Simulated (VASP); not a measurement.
# BaRhO3 in VASP: notebook

BaRhO3 is run at these levels: LDA; tasks: single point.

Everything below comes from runs of VASP 6.6.1. Logs are shortened: lines on timing, memory, paths and dates and some standing lists are left out, and cuts for length are marked.

### 1 The cell of the first run

Symmetry: Pm-3m, No. 221, cubic system. Conventional cell: a = 4.094 Å, b = 4.094 Å, c = 4.094 Å, α = 90.00°, β = 90.00°, γ = 90.00°. Within 3.8 Å of Ba (site symmetry m-3m) lie 12 O at 2.90 Å and 8 Rh at 3.55 Å. Rh (site symmetry m-3m) has 6 O at 2.05 Å within 2.7 Å. O (site symmetry 4/mmm) has 2 Rh at 2.05 Å within 2.7 Å.

### 2 Single point, LDA

The input, INCAR:

```
PREC = Accurate
ENCUT = 520
EDIFF = 1E-7
ISMEAR = -1
SIGMA = 0.02
LREAL = False
LASPH = True
NELM = 100
ALGO = Normal
ISIF = 2
LWAVE = False
LCHARG = False
GGA = CA
NBANDS = 30
```

The input, KPOINTS:

```
Automatic mesh
0
Gamma
  9 9 9
```

The input, POSCAR:

```
BaRhO3
1.0
    4.0944500000      0.0000000000      0.0000000000
    0.0000000000      4.0944500000      0.0000000000
    0.0000000000      0.0000000000      4.0944500000
Ba Rh O
1 1 3
Direct
    0.0000000000      0.0000000000      0.0000000000
    0.5000000000      0.5000000000      0.5000000000
    0.5000000000      0.0000000000      0.5000000000
    0.0000000000      0.5000000000      0.5000000000
    0.5000000000      0.5000000000      0.0000000000
```

Potentials or basis: VASP PAW LDA potentials, release 64 (Ba_sv, Rh_pv, O).

Command:

```sh
> cat potpaw_LDA.64/Ba_sv/POTCAR potpaw_LDA.64/Rh_pv/POTCAR potpaw_LDA.64/O/POTCAR > POTCAR
> mpirun -np 1 vasp_std > vasp.out
```

OUTCAR:

```text
PREC = Accurate
   ENCUT = 520
   EDIFF = 1E-7
   ISMEAR = -1
   LREAL = False
   LASPH = True
   NELM = 100
   ISIF = 2
   GGA = CA

 ion  position               nearest neighbor table
   1  0.000  0.000  0.000-   3 2.90   4 2.90   5 2.90   3 2.90   4 2.90   4 2.90   5 2.90   4 2.90
                             3 2.90   5 2.90   3 2.90   5 2.90   2 3.55   2 3.55   2 3.55   2 3.55
   2  0.500  0.500  0.500-   3 2.05   4 2.05   5 2.05   5 2.05   3 2.05   4 2.05   1 3.55   1 3.55
                             1 3.55   1 3.55   1 3.55   1 3.55   1 3.55   1 3.55
   3  0.500  0.000  0.500-   2 2.05   2 2.05   1 2.90   1 2.90   1 2.90   1 2.90
   4  0.000  0.500  0.500-   2 2.05   2 2.05   1 2.90   1 2.90   1 2.90   1 2.90
   5  0.500  0.500  0.000-   2 2.05   2 2.05   1 2.90   1 2.90   1 2.90   1 2.90

  LATTYP: Found a simple cubic cell.
 ALAT       =     4.0944500000

  Lattice vectors:

 A1 = (   4.0944500000,   0.0000000000,   0.0000000000)
 A2 = (   0.0000000000,   4.0944500000,   0.0000000000)
 A3 = (   0.0000000000,   0.0000000000,   4.0944500000)

Analysis of symmetry for initial positions (statically):
=====================================================================
 Subroutine PRICEL returns:
 Original cell was already a primitive cell.

 Routine SETGRP: Setting up the symmetry group for a
 simple cubic supercell.

 Subroutine GETGRP returns: Found 48 space group operations
 (whereof 48 operations were pure point group operations)
 out of a pool of 48 trial point group operations.

The static configuration has the point symmetry O_h .

Analysis of symmetry for dynamics (positions and initial velocities):
=====================================================================
 Subroutine PRICEL returns:
 Original cell was already a primitive cell.

 Routine SETGRP: Setting up the symmetry group for a
 simple cubic supercell.

 Subroutine GETGRP returns: Found 48 space group operations
 (whereof 48 operations were pure point group operations)
 out of a pool of 48 trial point group operations.

The dynamic configuration has the point symmetry O_h .

 Subroutine INISYM returns: Found 48 space group operations
 (whereof 48 operations are pure point group operations),
 and found     1 'primitive' translations

----------------------------------------------------------------------------------------

                                     Primitive cell

  volume of cell :      68.6415

  direct lattice vectors                    reciprocal lattice vectors
     4.094450000  0.000000000  0.000000000     0.244233047  0.000000000  0.000000000
     0.000000000  4.094450000  0.000000000     0.000000000  0.244233047  0.000000000
     0.000000000  0.000000000  4.094450000     0.000000000  0.000000000  0.244233047

  length of vectors
     4.094450000  4.094450000  4.094450000     0.244233047  0.244233047  0.244233047

  position of ions in fractional coordinates (direct lattice)
     0.000000000  0.000000000  0.000000000
     0.500000000  0.500000000  0.500000000
     0.500000000  0.000000000  0.500000000
     0.000000000  0.500000000  0.500000000
     0.500000000  0.500000000  0.000000000

  ion indices of the primitive-cell ions
   primitive index   ion index
                 1           1
                 2           2
                 3           3
                 4           4
                 5           5

----------------------------------------------------------------------------------------

 KPOINTS: Automatic mesh

Automatic generation of k-mesh.
 Grid dimensions read from file:
 generate k-points for:    9    9    9

 Generating k-lattice:

  Cartesian coordinates                     Fractional coordinates (reciprocal lattice)
     0.027137005  0.000000000  0.000000000     0.111111111  0.000000000  0.000000000
     0.000000000  0.027137005  0.000000000     0.000000000  0.111111111  0.000000000
     0.000000000  0.000000000  0.027137005     0.000000000  0.000000000  0.111111111

  Length of vectors
     0.027137005  0.027137005  0.027137005

  Shift w.r.t. Gamma in fractional coordinates (k-lattice)
     0.000000000  0.000000000  0.000000000

 Subroutine IBZKPT returns following result:
 ===========================================

 Found     35 irreducible k-points:

 Following reciprocal coordinates:
            Coordinates               Weight
  0.000000  0.000000  0.000000      1.000000
  0.111111  0.000000  0.000000      6.000000
  0.222222  0.000000  0.000000      6.000000
  0.333333  0.000000  0.000000      6.000000
  0.444444  0.000000  0.000000      6.000000
  0.111111  0.111111  0.000000     12.000000
[... 16 lines left out ...]
  0.333333  0.333333  0.111111     24.000000
  0.444444  0.333333  0.111111     48.000000
 [... further k-points ...]
   k-points           NKPTS =     35   k-points in BZ     NKDIM =     35   number of bands    NBANDS=     30
   number of dos      NEDOS =    301   number of ions     NIONS =      5
   total plane-waves  NPLWV =  27000
   dimension x,y,z NGX =    30 NGY =   30 NGZ =   30
   dimension x,y,z NGXF=    60 NGYF=   60 NGZF=   60
   ions per type =               1   1   3
   NGX,Y,Z   is equivalent  to a cutoff of  12.18, 12.18, 12.18 a.u.
   NGXF,Y,Z  is equivalent  to a cutoff of  24.36, 24.36, 24.36 a.u.
 SYSTEM =  unknown system
   PREC   = accura    normal or accurate (medium, high low for compatibility)
   ISTART =      0    job   : 0-new  1-cont  2-samecut
   ICHARG =      2    charge: 1-file 2-atom 10-const
   ISPIN  =      1    spin polarized calculation?
   LNONCOLLINEAR =      F non collinear calculations
   LSORBIT =      F    spin-orbit coupling
   LASPH  =      T    aspherical Exc in radial PAW
   ENCUT  =  520.0 eV  38.22 Ry    6.18 a.u.   7.61  7.61  7.61*2*pi/ulx,y,z
   NELM   =    100;   NELMIN=  2; NELMDL= -5     # of ELM steps
   EDIFF  = 0.1E-06   stopping-criterion for ELM
   LREAL  =      F    real-space projection
   EDIFFG = 0.1E-05   stopping-criterion for IOM
   NSW    =      0    number of steps for IOM
   IBRION =     -1    ionic relax: 0-MD 1-quasi-New 2-CG
   NFREE  =      0    steps in history (QN), initial steepest desc. (CG)
   ISIF   =      2    stress and relaxation
   ISYM   =      2    0-nonsym 1-usesym 2-fastsym
   POTIM  = 0.5000    time-step for ionic-motion
   TEBEG  =    0.0;   TEEND  =   0.0 temperature during run
   PSTRESS=    0.0 pullay stress
   NELECT =      43.0000    total number of electrons
   NUPDOWN=      -1.0000    fix difference up-down
   EMIN   =  10.00;   EMAX   =-10.00  energy-range for DOS
   EFERMI =   0.00;   METHOD = LEGACY
   ISMEAR =    -1;   SIGMA  =   0.02  broadening in eV -4-tet -1-fermi 0-gaus
   EFERMI_NEDOS =   21; number of points for ismear=-14 and -15
   IALGO  =     38    algorithm
   IMIX   =      4    mixing-type and parameters
     AMIX     =   0.40;   BMIX     =  1.00
     AMIX_MAG =   1.60;   BMIX_MAG =  1.00
  volume/ion in A,a.u.               =      13.73        92.64
  Fermi-wavevector in a.u.,A,eV,Ry     =   1.400776  2.647083 26.696996  1.962174
  Thomas-Fermi vector in A             =   2.523703
   LORBIT       =      0    0 simple, 1 ext, 2 COOP (PROOUT), +10 PAW based schemes
   GGA     = CA    functional components
   LHFCALC =     F    Hartree Fock is set to
   AEXX    =    0.0000 exact exchange contribution
   IVDW    =     0    specifies the selected vdW correction
   LEPSILON=     F    determine dielectric tensor
   LRPA    =     F    only Hartree local field effects (RPA)
 non-spin polarized calculation
  energy-cutoff  :      520.00
  volume of cell :       68.64
 maximum number of plane-waves:      1865
   NGX = 15   NGY = 15   NGZ = 15

 number of electron      42.9999988 magnetization

 Free energy of the ion-electron system (eV)
  ---------------------------------------------------
  ext. energy  EPLUGINS =         0.00000000
  ---------------------------------------------------
  free energy    TOTEN  =       -36.04442934 eV

  energy without entropy =      -36.03371346  energy(sigma->0) =      -36.03907140

 E-fermi :   4.0954     XC(G=0): -11.6809

 val. band max:        4.0928891496   @ k =   0.4444   0.2222   0.1111
 cond. band min:       4.1125723214   @ k =   0.4444   0.0000   0.0000
 fundamental gap:      0.0196831719
 Fermi energy:         4.0954214980

 k-point     1 :       0.0000    0.0000    0.0000
  band No.  band energies     occupation
      1     -43.1630      2.00000
      2     -43.1630      2.00000
      3     -43.1630      2.00000
      4     -21.5218      2.00000
      5     -13.6269      2.00000
      6     -12.9319      2.00000
[... 22 lines left out ...]
     29      11.3916      0.00000
     30      11.3916      0.00000

 k-point     2 :       0.1111    0.0000    0.0000
  band No.  band energies     occupation
      1     -43.1637      2.00000
      2     -43.1629      2.00000
      3     -43.1629      2.00000
      4     -21.5119      2.00000
      5     -13.6237      2.00000
      6     -12.9286      2.00000
[... 22 lines left out ...]
     29      11.5176      0.00000
     30      11.5176      0.00000

 k-point     3 :       0.2222    0.0000    0.0000
  band No.  band energies     occupation
      1     -43.1654      2.00000
      2     -43.1629      2.00000
      3     -43.1629      2.00000
      4     -21.4867      2.00000
      5     -13.6389      2.00000
      6     -12.9199      2.00000
[... 22 lines left out ...]
     29      11.8239      0.00000
     30      11.8239      0.00000

 k-point     4 :       0.3333    0.0000    0.0000
  band No.  band energies     occupation
      1     -43.1673      2.00000
      2     -43.1628      2.00000
      3     -43.1628      2.00000
      4     -21.4576      2.00000
      5     -13.6897      2.00000
      6     -12.9100      2.00000
[... 616 lines left out ...]
     29      12.0743      0.00000
     30      14.1622      0.00000

 k-point    23 :       0.3333    0.3333    0.1111
  band No.  band energies     occupation
      1     -43.1671      2.00000
      2     -43.1671      2.00000
      3     -43.1632      2.00000
      4     -21.3999      2.00000
      5     -13.3912      2.00000
      6     -12.8747      2.00000
[... 22 lines left out ...]
     29      12.2774      0.00000
     30      13.7169      0.00000

 k-point    24 :       0.4444    0.3333    0.1111
  band No.  band energies     occupation
      1     -43.1683      2.00000
      2     -43.1670      2.00000
      3     -43.1632      2.00000
      4     -21.3851      2.00000
      5     -13.3362      2.00000
      6     -12.8538      2.00000
[... 22 lines left out ...]
     29      12.5872      0.00000
     30      14.5724      0.00000

 [... further k-points ...]
[... 5 lines left out ...]
  --------------------------------------------------------------------------------------
  -------------------------------------------------------------------------------------
  Total       -6.2794901     -6.2794901     -6.2794901     -0.0000000     -0.0000000      0.0000000
  in kB     -146.5710670   -146.5710670   -146.5710670     -0.0000000     -0.0000000      0.0000000
  external PRESSURE =    -146.5710670 kB  Pullay stress =       0.0000000 kB

 VOLUME and BASIS-vectors are now :
 -----------------------------------------------------------------------------
  energy-cutoff  :      520.00
  volume of cell :       68.64
      direct lattice vectors                 reciprocal lattice vectors
     4.094450000  0.000000000  0.000000000     0.244233047  0.000000000  0.000000000
     0.000000000  4.094450000  0.000000000     0.000000000  0.244233047  0.000000000
     0.000000000  0.000000000  4.094450000     0.000000000  0.000000000  0.244233047

 POSITION                                       TOTAL-FORCE (eV/Angst)
 -----------------------------------------------------------------------------------
      0.00000      0.00000      0.00000         0.000000      0.000000      0.000000
      2.04723      2.04723      2.04723         0.000000      0.000000      0.000000
      2.04723      0.00000      2.04723         0.000000      0.000000      0.000000
      0.00000      2.04723      2.04723         0.000000      0.000000      0.000000
      2.04723      2.04723      0.00000         0.000000      0.000000      0.000000
 -----------------------------------------------------------------------------------
    total drift:                                0.000000      0.000000     -0.000000

  FREE ENERGIE OF THE ION-ELECTRON SYSTEM (eV)
  ---------------------------------------------------
  free  energy   TOTEN  =       -36.0444293432 eV

  energy  without entropy=      -36.0337134626  energy(sigma->0) =      -36.03907140
```

Run time: 51 s. Hardware: 1 thread of Intel Xeon 8259CL, shared host; peak memory 0.2 GiB.

What came out:

* Free energy: -36.0444 eV
* Pressure: -14.7 GPa
* Band gap on the k mesh: zero (an odd number of electrons rules out a gap without spin polarisation)

Levels at points of the mesh, in eV from the Fermi level:
| k point | band 18 | band 19 | band 20 | band 21 | band 22 | band 23 | band 24 | band 25 | band 26 | band 27 |
| --- | --- | --- | --- | --- | --- | --- | --- | --- | --- | --- |
| (0.00, 0.00, 0.00) | -2.01 | -2.01 | -1.38 | -1.38 | -1.38 | -0.88 | -0.88 | 4.06 | 4.06 | 5.31 |

Caveat: the cell stands under tension; spin-orbit coupling is left out, which moves the levels of the heavy elements; an odd number of electrons without spin polarisation forces a metal; a magnetic or distorted state may lie lower.

[end of part 1 of 2]
